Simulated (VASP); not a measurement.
Here is a VASP 6.6.1 calculation.

Contents of INCAR:

```
SYSTEM = LiY3
  PREC = Accurate
  ENCUT = 600
  EDIFF = 1E-7
  ISMEAR = -1
  SIGMA = 0.1
  LREAL = .False.
  LASPH = .True.
  NELM = 100
  ALGO = Normal
  ISIF = 3
  LWAVE = .False.
  LCHARG = .False.
  GGA = PE
  IBRION = 2
  NSW = 80
  EDIFFG = -0.01
  PSTRESS = 60.0
```

File KPOINTS:

```
Automatic mesh
0
Gamma
  5 5 5
  0 0 0
```

POSCAR

```
LiY3
1.0
    4.9197070000      0.0000000000      0.0000000000
    0.0000000000      4.9197070000      0.0000000000
    0.0000000000      0.0000000000      4.9197070000
Li Y
1 3
Direct
    0.0000000000      0.0000000000      0.0000000000
    0.5000000000      0.5000000000      0.0000000000
    0.5000000000      0.0000000000      0.5000000000
    0.0000000000      0.5000000000      0.5000000000
```

Potentials or basis: VASP PAW PBE potentials, release 64 (Li_sv, Y_sv).

Launch:

```console
$ cat potpaw_PBE.64/Li_sv/POTCAR potpaw_PBE.64/Y_sv/POTCAR > POTCAR
$ mpirun -np 1 vasp_std > vasp.out
```

(1) Predict the space group after relaxing (to 0.05 Å).

(2) Predict the relaxed volume.

(3) Estimate the relaxed cell.

(4) What does it give for the band gap on the k mesh?

Answers

(1) Pm-3m (No. 221).

(2) 25.60 Å³/atom.

(3) a = 4.678 Å, b = 4.678 Å, c = 4.678 Å, α = 90.00°, β = 90.00°, γ = 90.00°.

(4) zero (band 18 reaches 3.70 eV, above the bottom of band 19 at 2.74 eV).

Caveat: the cutoff is under 1.25 times the usual one of these potentials, so pressure, stress and relaxed cells hold a basis-set (Pulay) error; the cell is relaxed towards a set pressure, so the enthalpy falls and the energy may rise.
